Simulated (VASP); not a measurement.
Write the native input for VASP 6.6.1 that does the following.

- Task: single point
- Functional: PBE
- Potentials or basis: VASP PAW PBE potentials, release 64 (Al, N)
- Cutoff: 520 eV
- k mesh: 4 × 4 × 2
- Occupations: gaussian, width 0.1 eV
- Spin: collinear spin, ferromagnetic start
- Starting moments: [0.0, 0.0, 0.0, 0.0, 0.0, 0.0, 0.0, 0.0, 0.0, 0.0, 1.0, 1.0] μB
- Dipole correction: no
- Further INCAR settings: ALGO = Fast; EDIFF = 1e-06; NBANDS = 36

The structure of Al5N lies in POSCAR:

```
Al5N
1.0
    4.7270925833      0.0000000000      0.0000000000
    0.0216860485      4.9584615796      0.0000000000
    0.1086588621      0.3959822759      8.4494289620
Al N
10 2
Direct
    0.0463541625      0.8253754959      0.1794841396
    0.9746676851      0.3549577778      0.7037594865
    0.9711442439      0.3255914979      0.0340334600
    0.9714582052      0.8353088882      0.5242120800
    0.9755429919      0.3363609031      0.3731121291
    0.9091209708      0.8507199908      0.8661902732
    0.4857745149      0.4578504763      0.2145805976
    0.4502727273      0.0606005456      0.6770357861
    0.4800868190      0.9671322412      0.3636198022
    0.4581755136      0.4713342937      0.8821979396
    0.7632263288      0.6825288684      0.3326053350
    0.5141758370      0.8322390211      0.8491689713
```

One way to write it, as run:

INCAR

```
PREC = Accurate
ENCUT = 520
EDIFF = 1E-6
ISMEAR = 0
SIGMA = 0.1
LREAL = False
LASPH = True
NELM = 150
ALGO = Fast
ISIF = 2
LWAVE = False
LCHARG = False
ISPIN = 2
MAGMOM = 0 0 0 0 0 0 0 0 0 0 1 1
LORBIT = 11
GGA = PE
NBANDS = 36
```

KPOINTS

```
regular mesh
0
Gamma
  4 4 2
```

Potentials or basis: VASP PAW PBE potentials, release 64 (Al, N).

The run is started by

```bash
$ cat potpaw_PBE.64/Al/POTCAR potpaw_PBE.64/N/POTCAR > POTCAR
$ mpirun -np 1 vasp_std > vasp.out
```

Results of the run:

The pressure is -0.1 GPa and the largest force is 0.027 eV/Å. The band gap on the k mesh is zero (filled and empty bands overlap), the net moment is 0.00 μB per cell and the valence electrons inside the program's atomic spheres are Al 0.78, 0.79, 0.75, 0.76, 0.80 (each value once); N 3.77, 3.78.

Caveat: the k points lie up to 0.37 Å⁻¹ apart, too coarse for converged energies and pressures of a metal.

Run time: 12 min on 1 thread of Oxide Virtual Turin-like Processor (shared host), peak memory 0.42 GiB.
